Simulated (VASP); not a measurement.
# Cu2O (Pn-3m) in VASP: a series of runs

Cu2O is run at these levels: PBEsol; tasks: single point, relaxation of cell and atoms.

All numbers are computed with VASP 6.6.1; they aren't measurements. Logs are shortened: lines on timing, memory, paths and dates and some standing lists are left out, and cuts for length are marked.

## Step 1: The cell of the first run

Symmetry: Pn-3m, No. 224, cubic system. Conventional cell: a = 4.223 Å, b = 4.223 Å, c = 4.223 Å, α = 90.00°, β = 90.00°, γ = 90.00°. Within 2.4 Å of Cu (site symmetry -3m) lie 2 O at 1.83 Å. Within 2.4 Å of O (site symmetry -43m) lie 4 Cu at 1.83 Å.

## Step 2: Single point, PBEsol

Contents of INCAR:

```
PREC = Accurate
ENCUT = 600
EDIFF = 1E-6
ISMEAR = 0
SIGMA = 0.02
LREAL = False
LASPH = True
NELM = 120
ALGO = Normal
ISIF = 2
LWAVE = False
LCHARG = False
GGA = PS
NBANDS = 37
GGA_COMPAT = False
```

Contents of KPOINTS:

```
Automatic mesh
0
Gamma
  8 8 8
```

Contents of POSCAR:

```
Cu2O
1.0
    4.2226074740      0.0000000000      0.0000000000
    0.0000000000      4.2226074740      0.0000000000
    0.0000000000      0.0000000000      4.2226074740
Cu O
4 2
Direct
    0.2500000000      0.2500000000      0.7500000000
    0.7500000000      0.2500000000      0.2500000000
    0.2500000000      0.7500000000      0.2500000000
    0.7500000000      0.7500000000      0.7500000000
    0.5000000000      0.5000000000      0.5000000000
    0.0000000000      0.0000000000      0.0000000000
```

Potentials or basis: VASP PAW PBE potentials, release 64 (Cu, O).

The run is started by

```bash
$ cat potpaw_PBE.64/Cu/POTCAR potpaw_PBE.64/O/POTCAR > POTCAR
$ mpirun -np 1 vasp_std > vasp.out
```

OUTCAR:

```text
PREC = Accurate
   ENCUT = 600
   EDIFF = 1E-6
   ISMEAR = 0
   LREAL = False
   LASPH = True
   NELM = 120
   ISIF = 2
   GGA = PS

 ion  position               nearest neighbor table
   1  0.250  0.250  0.750-   5 1.83   6 1.83
   2  0.750  0.250  0.250-   5 1.83   6 1.83
   3  0.250  0.750  0.250-   5 1.83   6 1.83
   4  0.750  0.750  0.750-   5 1.83   6 1.83
   5  0.500  0.500  0.500-   1 1.83   2 1.83   3 1.83   4 1.83
   6  0.000  0.000  0.000-   1 1.83   2 1.83   3 1.83   4 1.83

  LATTYP: Found a simple cubic cell.
 ALAT       =     4.2226074740

  Lattice vectors:

 A1 = (   4.2226074740,   0.0000000000,   0.0000000000)
 A2 = (   0.0000000000,   4.2226074740,   0.0000000000)
 A3 = (   0.0000000000,   0.0000000000,   4.2226074740)

Analysis of symmetry for initial positions (statically):
=====================================================================
 Subroutine PRICEL returns:
 Original cell was already a primitive cell.

 Routine SETGRP: Setting up the symmetry group for a
 simple cubic supercell.

 Subroutine GETGRP returns: Found 48 space group operations
 (whereof 24 operations were pure point group operations)
 out of a pool of 48 trial point group operations.

The static configuration has the point symmetry T_d .
 The point group associated with its full space group is O_h .

Analysis of symmetry for dynamics (positions and initial velocities):
=====================================================================
 Subroutine PRICEL returns:
 Original cell was already a primitive cell.

 Routine SETGRP: Setting up the symmetry group for a
 simple cubic supercell.

 Subroutine GETGRP returns: Found 48 space group operations
 (whereof 24 operations were pure point group operations)
 out of a pool of 48 trial point group operations.

The dynamic configuration has the point symmetry T_d .
 The point group associated with its full space group is O_h .

 Subroutine INISYM returns: Found 48 space group operations
 (whereof 24 operations are pure point group operations),
 and found     1 'primitive' translations

----------------------------------------------------------------------------------------

                                     Primitive cell

  volume of cell :      75.2908

  direct lattice vectors                    reciprocal lattice vectors
     4.222607474  0.000000000  0.000000000     0.236820497  0.000000000  0.000000000
     0.000000000  4.222607474  0.000000000     0.000000000  0.236820497  0.000000000
     0.000000000  0.000000000  4.222607474     0.000000000  0.000000000  0.236820497

  length of vectors
     4.222607474  4.222607474  4.222607474     0.236820497  0.236820497  0.236820497

  position of ions in fractional coordinates (direct lattice)
     0.250000000  0.250000000  0.750000000
     0.750000000  0.250000000  0.250000000
     0.250000000  0.750000000  0.250000000
     0.750000000  0.750000000  0.750000000
     0.500000000  0.500000000  0.500000000
     0.000000000  0.000000000  0.000000000

  ion indices of the primitive-cell ions
   primitive index   ion index
                 1           1
                 2           2
                 3           3
                 4           4
                 5           5
                 6           6

----------------------------------------------------------------------------------------

 KPOINTS: Automatic mesh

Automatic generation of k-mesh.
 Grid dimensions read from file:
 generate k-points for:    8    8    8

 Generating k-lattice:

  Cartesian coordinates                     Fractional coordinates (reciprocal lattice)
     0.029602562  0.000000000  0.000000000     0.125000000  0.000000000  0.000000000
     0.000000000  0.029602562  0.000000000     0.000000000  0.125000000  0.000000000
     0.000000000  0.000000000  0.029602562     0.000000000  0.000000000  0.125000000

  Length of vectors
     0.029602562  0.029602562  0.029602562

  Shift w.r.t. Gamma in fractional coordinates (k-lattice)
     0.000000000  0.000000000  0.000000000

 Subroutine IBZKPT returns following result:
 ===========================================

 Found     35 irreducible k-points:

 Following reciprocal coordinates:
            Coordinates               Weight
  0.000000  0.000000  0.000000      1.000000
  0.125000  0.000000  0.000000      6.000000
  0.250000  0.000000  0.000000      6.000000
  0.375000  0.000000  0.000000      6.000000
  0.500000  0.000000  0.000000      3.000000
  0.125000  0.125000  0.000000     12.000000
[... 16 lines left out ...]
  0.375000  0.375000  0.125000     24.000000
  0.500000  0.375000  0.125000     24.000000
 [... further k-points ...]
   k-points           NKPTS =     35   k-points in BZ     NKDIM =     35   number of bands    NBANDS=     37
   number of dos      NEDOS =    301   number of ions     NIONS =      6
   total plane-waves  NPLWV =  46656
   dimension x,y,z NGX =    36 NGY =   36 NGZ =   36
   dimension x,y,z NGXF=    72 NGYF=   72 NGZF=   72
   ions per type =               4   2
   NGX,Y,Z   is equivalent  to a cutoff of  14.17, 14.17, 14.17 a.u.
   NGXF,Y,Z  is equivalent  to a cutoff of  28.35, 28.35, 28.35 a.u.
 SYSTEM =  unknown system
   PREC   = accura    normal or accurate (medium, high low for compatibility)
   ISTART =      0    job   : 0-new  1-cont  2-samecut
   ICHARG =      2    charge: 1-file 2-atom 10-const
   ISPIN  =      1    spin polarized calculation?
   LNONCOLLINEAR =      F non collinear calculations
   LSORBIT =      F    spin-orbit coupling
   LASPH  =      T    aspherical Exc in radial PAW
   ENCUT  =  600.0 eV  44.10 Ry    6.64 a.u.   8.43  8.43  8.43*2*pi/ulx,y,z
   NELM   =    120;   NELMIN=  2; NELMDL= -5     # of ELM steps
   EDIFF  = 0.1E-05   stopping-criterion for ELM
   LREAL  =      F    real-space projection
   EDIFFG = 0.1E-04   stopping-criterion for IOM
   NSW    =      0    number of steps for IOM
   IBRION =     -1    ionic relax: 0-MD 1-quasi-New 2-CG
   NFREE  =      0    steps in history (QN), initial steepest desc. (CG)
   ISIF   =      2    stress and relaxation
   ISYM   =      2    0-nonsym 1-usesym 2-fastsym
   POTIM  = 0.5000    time-step for ionic-motion
   TEBEG  =    0.0;   TEEND  =   0.0 temperature during run
   PSTRESS=    0.0 pullay stress
   NELECT =      56.0000    total number of electrons
   NUPDOWN=      -1.0000    fix difference up-down
   EMIN   =  10.00;   EMAX   =-10.00  energy-range for DOS
   EFERMI =   0.00;   METHOD = LEGACY
   ISMEAR =     0;   SIGMA  =   0.02  broadening in eV -4-tet -1-fermi 0-gaus
   EFERMI_NEDOS =   21; number of points for ismear=-14 and -15
   IALGO  =     38    algorithm
   IMIX   =      4    mixing-type and parameters
     AMIX     =   0.40;   BMIX     =  1.00
     AMIX_MAG =   1.60;   BMIX_MAG =  1.00
  volume/ion in A,a.u.               =      12.55        84.68
  Fermi-wavevector in a.u.,A,eV,Ry     =   1.483281  2.802995 29.934488  2.200123
  Thomas-Fermi vector in A             =   2.596962
   LORBIT       =      0    0 simple, 1 ext, 2 COOP (PROOUT), +10 PAW based schemes
   GGA     = PS    functional components
   LHFCALC =     F    Hartree Fock is set to
   AEXX    =    0.0000 exact exchange contribution
   IVDW    =     0    specifies the selected vdW correction
   LEPSILON=     F    determine dielectric tensor
   LRPA    =     F    only Hartree local field effects (RPA)
 non-spin polarized calculation
 Gauss-broadening in eV      SIGMA  =   0.02
  energy-cutoff  :      600.00
  volume of cell :       75.29
 maximum number of plane-waves:      2535
 NGX is ok and might be reduce to    36
   NGX = 17   NGY = 17   NGZ = 17

 number of electron      56.0000025 magnetization

 Free energy of the ion-electron system (eV)
  ---------------------------------------------------
  ext. energy  EPLUGINS =         0.00000000
  ---------------------------------------------------
  free energy    TOTEN  =       -29.97010408 eV

  energy without entropy =      -29.97010408  energy(sigma->0) =      -29.97010408

 E-fermi :   5.0484     XC(G=0): -11.4240

 val. band max:        4.9067815202   @ k =   0.0000   0.0000   0.0000
 cond. band min:       5.4730381879   @ k =   0.0000   0.0000   0.0000
 fundamental gap:      0.5662566677
 Fermi energy:         5.0483534565

 k-point     1 :       0.0000    0.0000    0.0000
  band No.  band energies     occupation
      1     -15.4156      2.00000
      2     -14.6055      2.00000
      3      -2.6298      2.00000
      4      -2.6298      2.00000
      5      -2.6298      2.00000
      6      -0.1676      2.00000
[... 29 lines left out ...]
     36      14.2626      0.00000
     37      14.2626      0.00000

 k-point     2 :       0.1250    0.0000    0.0000
  band No.  band energies     occupation
      1     -15.3845      2.00000
      2     -14.6358      2.00000
      3      -2.5885      2.00000
      4      -2.5693      2.00000
      5      -2.5693      2.00000
      6      -0.5505      2.00000
[... 29 lines left out ...]
     36      13.8768      0.00000
     37      13.8768      0.00000

 k-point     3 :       0.2500    0.0000    0.0000
  band No.  band energies     occupation
      1     -15.2962      2.00000
      2     -14.7226      2.00000
      3      -2.4613      2.00000
      4      -2.3969      2.00000
      5      -2.3969      2.00000
      6      -1.0379      2.00000
[... 29 lines left out ...]
     36      13.2148      0.00000
     37      13.2148      0.00000
[... 761 lines left out ...]
 k-point    23 :       0.3750    0.3750    0.1250
  band No.  band energies     occupation
      1     -15.0876      2.00000
      2     -14.8849      2.00000
      3      -2.6928      2.00000
      4      -2.5285      2.00000
      5      -1.9277      2.00000
      6      -1.2869      2.00000
[... 29 lines left out ...]
     36      14.6412      0.00000
     37      15.5302      0.00000

 k-point    24 :       0.5000    0.3750    0.1250
  band No.  band energies     occupation
      1     -15.0750      2.00000
      2     -14.8909      2.00000
      3      -2.6837      2.00000
      4      -2.6415      2.00000
      5      -1.8830      2.00000
      6      -1.2985      2.00000
[... 29 lines left out ...]
     36      14.2360      0.00000
     37      15.5013      0.00000

 [... further k-points ...]

------------------------ aborting loop because EDIFF is reached ----------------------------------------

  FORCE on cell =-STRESS in cart. coord.  units (eV):
  Direction    XX          YY          ZZ          XY          YZ          ZX
  --------------------------------------------------------------------------------------
  -------------------------------------------------------------------------------------
  Total        0.3569600      0.3569600      0.3569600     -0.0000000      0.0000000     -0.0000000
  in kB        7.5960522      7.5960522      7.5960522     -0.0000000      0.0000000     -0.0000000
  external PRESSURE =       7.5960522 kB  Pullay stress =       0.0000000 kB

 VOLUME and BASIS-vectors are now :
 -----------------------------------------------------------------------------
  energy-cutoff  :      600.00
  volume of cell :       75.29
      direct lattice vectors                 reciprocal lattice vectors
     4.222607474  0.000000000  0.000000000     0.236820497  0.000000000  0.000000000
     0.000000000  4.222607474  0.000000000     0.000000000  0.236820497  0.000000000
     0.000000000  0.000000000  4.222607474     0.000000000  0.000000000  0.236820497

 POSITION                                       TOTAL-FORCE (eV/Angst)
 -----------------------------------------------------------------------------------
      1.05565      1.05565      3.16696        -0.000000     -0.000000     -0.000000
      3.16696      1.05565      1.05565         0.000000     -0.000000     -0.000000
      1.05565      3.16696      1.05565        -0.000000     -0.000000      0.000000
      3.16696      3.16696      3.16696        -0.000000      0.000000     -0.000000
      2.11130      2.11130      2.11130         0.000000      0.000000     -0.000000
      0.00000      0.00000      0.00000         0.000000      0.000000     -0.000000
 -----------------------------------------------------------------------------------
    total drift:                                0.000000     -0.000000      0.000000

  FREE ENERGIE OF THE ION-ELECTRON SYSTEM (eV)
  ---------------------------------------------------
  free  energy   TOTEN  =       -29.9701040765 eV

  energy  without entropy=      -29.9701040765  energy(sigma->0) =      -29.97010408
```

Run time: 2.7 min. Hardware: 1 thread of Intel Xeon 8259CL, shared host; peak memory 0.25 GiB.

Results:

```
Free energy            : -29.9701 eV
Pressure               : 0.8 GPa
Band gap on the k mesh : 0.57 eV
```

Levels at points of the mesh, in eV from the valence-band top:
```tsv
k point	band 25	band 26	band 27	band 28	band 29	band 30	band 31	band 32
(0.00, 0.00, 0.00)	-1.63	0.00	0.00	0.00	0.57	1.09	1.09	8.06
(0.50, 0.00, 0.00)	-1.24	-1.24	-0.42	-0.42	2.30	2.30	4.18	4.18
(0.50, 0.50, 0.00)	-1.25	-1.25	-0.69	-0.69	1.88	1.88	3.88	3.88
(0.50, 0.50, 0.50)	-1.04	-0.59	-0.59	-0.59	2.36	2.36	2.36	4.95
```

Caveat: the PAW data sets were made with another functional, which shifts forces and pressure a little. A k mesh can miss the band edges.

## Step 3: Single point, PBEsol

Contents of INCAR:

```
PREC = Accurate
ENCUT = 600
EDIFF = 1E-6
ISMEAR = 0
SIGMA = 0.01
LREAL = F
LASPH = T
NELM = 120
ALGO = Normal
ISIF = 2
LWAVE = F
LCHARG = F
GGA = PS
NBANDS = 37
GGA_COMPAT = F
```

KPOINTS is that of step 2.

POSCAR is that of step 2.

Potentials or basis: VASP PAW PBE potentials, release 64 (Cu, O).

The run is started by

```bash
$ cat potpaw_PBE.64/Cu/POTCAR potpaw_PBE.64/O/POTCAR > POTCAR
$ mpirun -np 1 vasp_std > vasp.out
```

Run time: 2.5 min. Hardware: 1 thread of Intel Xeon 8259CL, shared host; peak memory 0.25 GiB.

The run converged. Its results:

| Quantity | Value |
| --- | --- |
| Free energy | -29.9701 eV |
| Pressure | 0.8 GPa |
| Band gap on the k mesh | 0.57 eV |

Levels at points of the mesh, in eV from the valence-band top:
| k point | band 25 | band 26 | band 27 | band 28 | band 29 | band 30 | band 31 | band 32 |
| --- | --- | --- | --- | --- | --- | --- | --- | --- |
| (0.00, 0.00, 0.00) | -1.63 | 0.00 | 0.00 | 0.00 | 0.57 | 1.09 | 1.09 | 8.06 |
| (0.50, 0.00, 0.00) | -1.24 | -1.24 | -0.42 | -0.42 | 2.30 | 2.30 | 4.18 | 4.18 |
| (0.50, 0.50, 0.00) | -1.25 | -1.25 | -0.69 | -0.69 | 1.88 | 1.88 | 3.88 | 3.88 |
| (0.50, 0.50, 0.50) | -1.04 | -0.59 | -0.59 | -0.59 | 2.36 | 2.36 | 2.36 | 4.95 |

Caveat: the PAW data sets were made with another functional, which shifts forces and pressure a little. A k mesh can miss the band edges.

(Part 1 of 2 ends here.)
